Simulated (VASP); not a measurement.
# WS2 (P6_3/mmc) in VASP: notebook

The runs below take WS2 through single point, with PBEsol+D3(BJ).

Program: VASP 6.6.1. These are calculated values, not measurements. Logs are shortened: lines on timing, memory, paths and dates and some standing lists are left out, and cuts for length are marked.

## (1) The cell of the first run

The structure is hexagonal, space group P6_3/mmc (No. 194). The conventional cell has a = 3.115 Å, b = 3.115 Å, c = 11.772 Å, α = 90.00°, β = 90.00°, γ = 120.00°. Within 3.2 Å of W (site symmetry -6m2) lie 6 S at 2.39 Å and 6 W at 3.11 Å. S (site symmetry 3m) has 3 W at 2.39 Å and 10 S at 3.11 to 3.28 Å within 3.3 Å.

## (2) Single point, PBEsol+D3(BJ)

File INCAR:

```
  PREC = Accurate
  ENCUT = 520
  EDIFF = 1E-6
  ISMEAR = 0
  SIGMA = 0.02
  LREAL = False
  LASPH = True
  NELM = 60
  ALGO = Normal
  ISIF = 2
  LWAVE = False
  LCHARG = False
  GGA = PS
  IVDW = 12
  NBANDS = 35
```

File KPOINTS:

```
Automatic mesh
0
Gamma
  12 12 4
```

File POSCAR:

```
WS2
1.0
    3.1147478117      0.0000000000      0.0000000000
   -1.5573739059      2.6974507313      0.0000000000
    0.0000000000      0.0000000000     11.7718577107
W S
2 4
Direct
    0.3333333333      0.6666666667      0.2500000000
    0.6666666667      0.3333333333      0.7500000000
    0.3333333333      0.6666666667      0.6164486908
    0.6666666667      0.3333333333      0.1164486908
    0.3333333333      0.6666666667      0.8835513092
    0.6666666667      0.3333333333      0.3835513092
```

Potentials or basis: VASP PAW PBE potentials, release 64 (W_sv, S).

Run with:

```
$ cat potpaw_PBE.64/W_sv/POTCAR potpaw_PBE.64/S/POTCAR > POTCAR
$ mpirun -np 1 vasp_std > vasp.out
```

OUTCAR:

```text
PREC = Accurate
   ENCUT = 520
   EDIFF = 1E-6
   ISMEAR = 0
   LREAL = False
   LASPH = True
   NELM = 60
   ISIF = 2
   GGA = PS
   IVDW = 12
 IVDW          = 12

 ion  position               nearest neighbor table
   1  0.333  0.667  0.250-   4 2.39   6 2.39   4 2.39   6 2.39   4 2.39   6 2.39
   2  0.667  0.333  0.750-   3 2.39   5 2.39   3 2.39   5 2.39   3 2.39   5 2.39
   3  0.333  0.667  0.616-   2 2.39   2 2.39   2 2.39
   4  0.667  0.333  0.116-   1 2.39   1 2.39   1 2.39
   5  0.333  0.667  0.884-   2 2.39   2 2.39   2 2.39
   6  0.667  0.333  0.384-   1 2.39   1 2.39   1 2.39

  LATTYP: Found a hexagonal cell.
 ALAT       =     3.1147478117
 C/A-ratio  =     3.7793935247

  Lattice vectors:

 A1 = (   3.1147478117,   0.0000000000,   0.0000000000)
 A2 = (  -1.5573739059,   2.6974507313,   0.0000000000)
 A3 = (   0.0000000000,   0.0000000000,  11.7718577107)

Analysis of symmetry for initial positions (statically):
=====================================================================
 Subroutine PRICEL returns:
 Original cell was already a primitive cell.

 Routine SETGRP: Setting up the symmetry group for a
 hexagonal supercell.

 Subroutine GETGRP returns: Found 24 space group operations
 (whereof 12 operations were pure point group operations)
 out of a pool of 24 trial point group operations.

The static configuration has the point symmetry D_3d.
 The point group associated with its full space group is D_6h.

Analysis of symmetry for dynamics (positions and initial velocities):
=====================================================================
 Subroutine PRICEL returns:
 Original cell was already a primitive cell.

 Routine SETGRP: Setting up the symmetry group for a
 hexagonal supercell.

 Subroutine GETGRP returns: Found 24 space group operations
 (whereof 12 operations were pure point group operations)
 out of a pool of 24 trial point group operations.

The dynamic configuration has the point symmetry D_3d.
 The point group associated with its full space group is D_6h.

 Subroutine INISYM returns: Found 24 space group operations
 (whereof 12 operations are pure point group operations),
 and found     1 'primitive' translations

----------------------------------------------------------------------------------------

                                     Primitive cell

  volume of cell :      98.9057

  direct lattice vectors                    reciprocal lattice vectors
     3.114747812  0.000000000  0.000000000     0.321053280  0.185360197  0.000000000
    -1.557373906  2.697450731  0.000000000     0.000000000  0.370720395  0.000000000
     0.000000000  0.000000000 11.771857711     0.000000000  0.000000000  0.084948359

  length of vectors
     3.114747812  3.114747812 11.771857711     0.370720395  0.370720395  0.084948359

  position of ions in fractional coordinates (direct lattice)
     0.333333333  0.666666667  0.250000000
     0.666666667  0.333333333  0.750000000
     0.333333333  0.666666667  0.616448691
     0.666666667  0.333333333  0.116448691
     0.333333333  0.666666667  0.883551309
     0.666666667  0.333333333  0.383551309

  ion indices of the primitive-cell ions
   primitive index   ion index
                 1           1
                 2           2
                 3           3
                 4           4
                 5           5
                 6           6

----------------------------------------------------------------------------------------

 KPOINTS: Automatic mesh

Automatic generation of k-mesh.
 Grid dimensions read from file:
 generate k-points for:   12   12    4

 Generating k-lattice:

  Cartesian coordinates                     Fractional coordinates (reciprocal lattice)
     0.026754440  0.015446683  0.000000000     0.083333333  0.000000000  0.000000000
     0.000000000  0.030893366  0.000000000     0.000000000  0.083333333  0.000000000
     0.000000000  0.000000000  0.021237090     0.000000000  0.000000000  0.250000000

  Length of vectors
     0.030893366  0.030893366  0.021237090

  Shift w.r.t. Gamma in fractional coordinates (k-lattice)
     0.000000000  0.000000000  0.000000000

 Subroutine IBZKPT returns following result:
 ===========================================

 Found     57 irreducible k-points:

 Following reciprocal coordinates:
            Coordinates               Weight
  0.000000  0.000000  0.000000      1.000000
  0.083333 -0.000000  0.000000      6.000000
  0.166667 -0.000000  0.000000      6.000000
  0.250000  0.000000  0.000000      6.000000
  0.333333 -0.000000  0.000000      6.000000
  0.416667 -0.000000  0.000000      6.000000
[... 16 lines left out ...]
  0.250000  0.000000  0.250000     12.000000
  0.333333 -0.000000  0.250000     12.000000
 [... further k-points ...]
   k-points           NKPTS =     57   k-points in BZ     NKDIM =     57   number of bands    NBANDS=     35
   number of dos      NEDOS =    301   number of ions     NIONS =      6
   total plane-waves  NPLWV =  51840
   dimension x,y,z NGX =    24 NGY =   24 NGZ =   90
   dimension x,y,z NGXF=    48 NGYF=   48 NGZF=  180
   ions per type =               2   4
   NGX,Y,Z   is equivalent  to a cutoff of  12.81, 12.81, 12.71 a.u.
   NGXF,Y,Z  is equivalent  to a cutoff of  25.62, 25.62, 25.42 a.u.
 SYSTEM =  unknown system
   PREC   = accura    normal or accurate (medium, high low for compatibility)
   ISTART =      0    job   : 0-new  1-cont  2-samecut
   ICHARG =      2    charge: 1-file 2-atom 10-const
   ISPIN  =      1    spin polarized calculation?
   LNONCOLLINEAR =      F non collinear calculations
   LSORBIT =      F    spin-orbit coupling
   LASPH  =      T    aspherical Exc in radial PAW
   ENCUT  =  520.0 eV  38.22 Ry    6.18 a.u.   5.79  5.79 21.89*2*pi/ulx,y,z
   NELM   =     60;   NELMIN=  2; NELMDL= -5     # of ELM steps
   EDIFF  = 0.1E-05   stopping-criterion for ELM
   LREAL  =      F    real-space projection
   EDIFFG = 0.1E-04   stopping-criterion for IOM
   NSW    =      0    number of steps for IOM
   IBRION =     -1    ionic relax: 0-MD 1-quasi-New 2-CG
   NFREE  =      0    steps in history (QN), initial steepest desc. (CG)
   ISIF   =      2    stress and relaxation
   ISYM   =      2    0-nonsym 1-usesym 2-fastsym
   POTIM  = 0.5000    time-step for ionic-motion
   TEBEG  =    0.0;   TEEND  =   0.0 temperature during run
   PSTRESS=    0.0 pullay stress
   NELECT =      52.0000    total number of electrons
   NUPDOWN=      -1.0000    fix difference up-down
   EMIN   =  10.00;   EMAX   =-10.00  energy-range for DOS
   EFERMI =   0.00;   METHOD = LEGACY
   ISMEAR =     0;   SIGMA  =   0.02  broadening in eV -4-tet -1-fermi 0-gaus
   EFERMI_NEDOS =   21; number of points for ismear=-14 and -15
   IALGO  =     38    algorithm
   IMIX   =      4    mixing-type and parameters
     AMIX     =   0.40;   BMIX     =  1.00
     AMIX_MAG =   1.60;   BMIX_MAG =  1.00
  volume/ion in A,a.u.               =      16.48       111.24
  Fermi-wavevector in a.u.,A,eV,Ry     =   1.321302  2.496899 23.753587  1.745839
  Thomas-Fermi vector in A             =   2.451066
   LORBIT       =      0    0 simple, 1 ext, 2 COOP (PROOUT), +10 PAW based schemes
   GGA     = PS    functional components
   LHFCALC =     F    Hartree Fock is set to
   AEXX    =    0.0000 exact exchange contribution
   IVDW    =    12    specifies the selected vdW correction
   LEPSILON=     F    determine dielectric tensor
   LRPA    =     F    only Hartree local field effects (RPA)
 non-spin polarized calculation
 Gauss-broadening in eV      SIGMA  =   0.02
  energy-cutoff  :      520.00
  volume of cell :       98.91
 maximum number of plane-waves:      2690
 NGX is ok and might be reduce to    24
   NGX = 11   NGY = 11   NGZ = 43

 number of electron      52.0000001 magnetization

 Free energy of the ion-electron system (eV)
  ---------------------------------------------------
  ext. energy  EPLUGINS =         0.00000000
  ---------------------------------------------------
  free energy    TOTEN  =       -50.44773318 eV

  energy without entropy =      -50.44773318  energy(sigma->0) =      -50.44773318

 E-fermi :   8.6263     XC(G=0): -11.5849

 val. band max:        8.4657682460   @ k =   0.0000   0.0000   0.0000
 cond. band min:       9.1448852118   @ k =   0.1667   0.1667   0.0000
 fundamental gap:      0.6791169659
 Fermi energy:         8.6262645656

 k-point     1 :       0.0000    0.0000    0.0000
  band No.  band energies     occupation
      1     -66.1754      2.00000
      2     -66.1754      2.00000
      3     -30.4827      2.00000
      4     -30.4825      2.00000
      5     -30.2539      2.00000
      6     -30.2539      2.00000
[... 27 lines left out ...]
     34      11.0297      0.00000
     35      13.2941      0.00000

 k-point     2 :       0.0833   -0.0000    0.0000
  band No.  band energies     occupation
      1     -66.1738      2.00000
      2     -66.1738      2.00000
      3     -30.4774      2.00000
      4     -30.4772      2.00000
      5     -30.2831      2.00000
      6     -30.2831      2.00000
[... 27 lines left out ...]
     34      10.9849      0.00000
     35      13.8638      0.00000

 k-point     3 :       0.1667   -0.0000    0.0000
  band No.  band energies     occupation
      1     -66.1696      2.00000
      2     -66.1696      2.00000
      3     -30.4628      2.00000
      4     -30.4627      2.00000
      5     -30.3620      2.00000
      6     -30.3620      2.00000
[... 27 lines left out ...]
     34      11.5695      0.00000
     35      14.9885      0.00000

 k-point     4 :       0.2500    0.0000    0.0000
  band No.  band energies     occupation
      1     -66.1639      2.00000
      2     -66.1638      2.00000
      3     -30.4681      2.00000
      4     -30.4681      2.00000
      5     -30.4429      2.00000
      6     -30.4428      2.00000
[... 27 lines left out ...]
     34      12.1823      0.00000
     35      15.1372      0.00000

 k-point     5 :       0.3333   -0.0000    0.0000
  band No.  band energies     occupation
      1     -66.1581      2.00000
      2     -66.1580      2.00000
      3     -30.5724      2.00000
      4     -30.5724      2.00000
      5     -30.4229      2.00000
      6     -30.4228      2.00000
[... 638 lines left out ...]
 k-point    22 :       0.1667   -0.0000    0.2500
  band No.  band energies     occupation
      1     -66.1696      2.00000
      2     -66.1696      2.00000
      3     -30.4628      2.00000
      4     -30.4627      2.00000
      5     -30.3620      2.00000
      6     -30.3620      2.00000
[... 27 lines left out ...]
     34      11.5482      0.00000
     35      15.0193      0.00000

 k-point    23 :       0.2500    0.0000    0.2500
  band No.  band energies     occupation
      1     -66.1639      2.00000
      2     -66.1638      2.00000
      3     -30.4681      2.00000
      4     -30.4681      2.00000
      5     -30.4429      2.00000
      6     -30.4428      2.00000
[... 27 lines left out ...]
     34      12.1313      0.00000
     35      15.0117      0.00000

 k-point    24 :       0.3333   -0.0000    0.2500
  band No.  band energies     occupation
      1     -66.1581      2.00000
      2     -66.1581      2.00000
      3     -30.5724      2.00000
      4     -30.5724      2.00000
      5     -30.4229      2.00000
      6     -30.4228      2.00000
[... 27 lines left out ...]
     34      12.5519      0.00000
     35      14.0473      0.00000

 [... further k-points ...]

------------------------ aborting loop because EDIFF is reached ----------------------------------------

 Edisp (eV)   -2.49758

 E8    (eV) :    -1.6208

  FORCE on cell =-STRESS in cart. coord.  units (eV):
  Direction    XX          YY          ZZ          XY          YZ          ZX
  --------------------------------------------------------------------------------------
  -------------------------------------------------------------------------------------
  Total       0.07260     0.07260     0.10634    -0.00000    -0.00000     0.00000
  in kB       1.17603     1.17603     1.72256    -0.00000    -0.00000     0.00000
  external pressure =        1.36 kB  Pullay stress =        0.00 kB

 VOLUME and BASIS-vectors are now :
 -----------------------------------------------------------------------------
  energy-cutoff  :      520.00
  volume of cell :       98.91
      direct lattice vectors                 reciprocal lattice vectors
     3.114747812  0.000000000  0.000000000     0.321053280  0.185360197  0.000000000
    -1.557373906  2.697450731  0.000000000     0.000000000  0.370720395  0.000000000
     0.000000000  0.000000000 11.771857711     0.000000000  0.000000000  0.084948359

 POSITION                                       TOTAL-FORCE (eV/Angst)
 -----------------------------------------------------------------------------------
     -0.00000      1.79830      2.94296        -0.000000      0.000000      0.000000
      1.55737      0.89915      8.82889         0.000000     -0.000000      0.000000
     -0.00000      1.79830      7.25675        -0.000000     -0.000000     -0.019590
      1.55737      0.89915      1.37082         0.000000     -0.000000     -0.019590
     -0.00000      1.79830     10.40104         0.000000     -0.000000      0.019590
      1.55737      0.89915      4.51511        -0.000000      0.000000      0.019590
 -----------------------------------------------------------------------------------
    total drift:                               -0.000000      0.000000     -0.000000

  FREE ENERGIE OF THE ION-ELECTRON SYSTEM (eV)
  ---------------------------------------------------
  free  energy   TOTEN  =       -52.9453089883 eV

  energy  without entropy=      -52.9453089883  energy(sigma->0) =      -52.94530899
```

Run time: 68 s. Hardware: 1 thread of Intel Xeon 6975P-C (Granite Rapids), shared host; peak memory 0.32 GiB.

Results:

```
Free energy                : -52.9453 eV
Pressure                   : 0.1 GPa
Largest force              : 0.020 eV/Å
Band gap on the k mesh     : 0.68 eV (least direct gap 1.93 eV)
Dispersion energy per atom : -0.416 eV
```

Forces on the atoms (eV/Å):
```
W    0.000  0.000  0.000
W    0.000  0.000  0.000
S    0.000  0.000 -0.020
S    0.000  0.000 -0.020
S    0.000  0.000  0.020
S    0.000  0.000  0.020
```

Caveat: the PAW data sets were made with another functional, which shifts forces and pressure a little; spin-orbit coupling is left out, which moves the levels of the heavy elements. A k mesh can miss the band edges.

## (3) Single point, PBEsol+D3(BJ) (16.98 Å³/atom)

This run uses another cell than the first one, of 16.98 Å³/atom.

File INCAR:

```
PREC     = Accurate       # precision mode
ENCUT    = 520            # plane-wave cutoff, eV
EDIFF    = 1E-7           # SCF threshold, eV
ISMEAR   = 0              # smearing method
SIGMA    = 0.02           # smearing width, eV
LREAL    = F              # projectors in reciprocal space
LASPH    = T              # aspherical terms in the spheres
NELM     = 60             # most SCF steps
ALGO     = Normal         # electronic algorithm
ISIF     = 2              # what is computed and relaxed
LWAVE    = F              # write WAVECAR
LCHARG   = F              # write CHGCAR
GGA      = PS             # functional
IVDW     = 12             # dispersion correction
NBANDS   = 35             # bands
```

File KPOINTS:

```
regular mesh
0
Gamma
  12 12 4
```

File POSCAR:

```
WS2
1.0
    3.1295122021      0.0000000000      0.0000000000
   -1.5647561011      2.7102370685      0.0000000000
    0.0000000000      0.0000000000     12.0108767106
W S
2 4
Direct
    0.3333333333      0.6666666667      0.2500000000
    0.6666666667      0.3333333333      0.7500000000
    0.3333333333      0.6666666667      0.6192664524
    0.6666666667      0.3333333333      0.1192664524
    0.3333333333      0.6666666667      0.8807335476
    0.6666666667      0.3333333333      0.3807335476
```

Potentials or basis: VASP PAW PBE potentials, release 64 (W_sv, S).

Run with:

```
$ cat potpaw_PBE.64/W_sv/POTCAR potpaw_PBE.64/S/POTCAR > POTCAR
$ mpirun -np 1 vasp_std > vasp.out
```

Wall time 77 s (1 thread of Intel Xeon 6975P-C (Granite Rapids), shared host); peak memory 0.32 GiB.

Results (log left out):

```
Free energy                : -52.9299 eV
Pressure                   : -1.6 GPa
Largest force              : 0.020 eV/Å
Band gap on the k mesh     : 0.81 eV (least direct gap 1.89 eV)
Dispersion energy per atom : -0.403 eV
```

Forces in eV/Å, atoms in the order of the input:
```
W    0.000  0.000  0.000
W    0.000  0.000  0.000
S    0.000  0.000 -0.020
S    0.000  0.000 -0.020
S    0.000  0.000  0.020
S    0.000  0.000  0.020
```

Levels at points of the mesh, in eV from the valence-band top:
| k point | band 22 | band 23 | band 24 | band 25 | band 26 | band 27 | band 28 | band 29 | band 30 | band 31 |
| --- | --- | --- | --- | --- | --- | --- | --- | --- | --- | --- |
| (0.00, 0.00, 0.00) | -2.23 | -2.23 | -1.44 | -1.38 | 0.00 | 2.29 | 2.29 | 2.30 | 2.30 | 2.32 |
| (0.50, 0.00, 0.00) | -2.86 | -2.04 | -1.87 | -1.75 | -1.63 | 2.34 | 2.39 | 2.52 | 2.95 | 3.03 |
| (0.00, 0.00, 0.50) | -2.26 | -2.26 | -2.26 | -0.32 | -0.32 | 2.27 | 2.27 | 2.27 | 2.27 | 2.47 |
| (0.50, 0.00, 0.50) | -3.04 | -1.90 | -1.90 | -1.73 | -1.73 | 2.36 | 2.36 | 2.77 | 2.77 | 3.37 |

Caveat: the PAW data sets were made with another functional, which shifts forces and pressure a little; spin-orbit coupling is left out, which moves the levels of the heavy elements.

(Continued in part 2 of 2.)
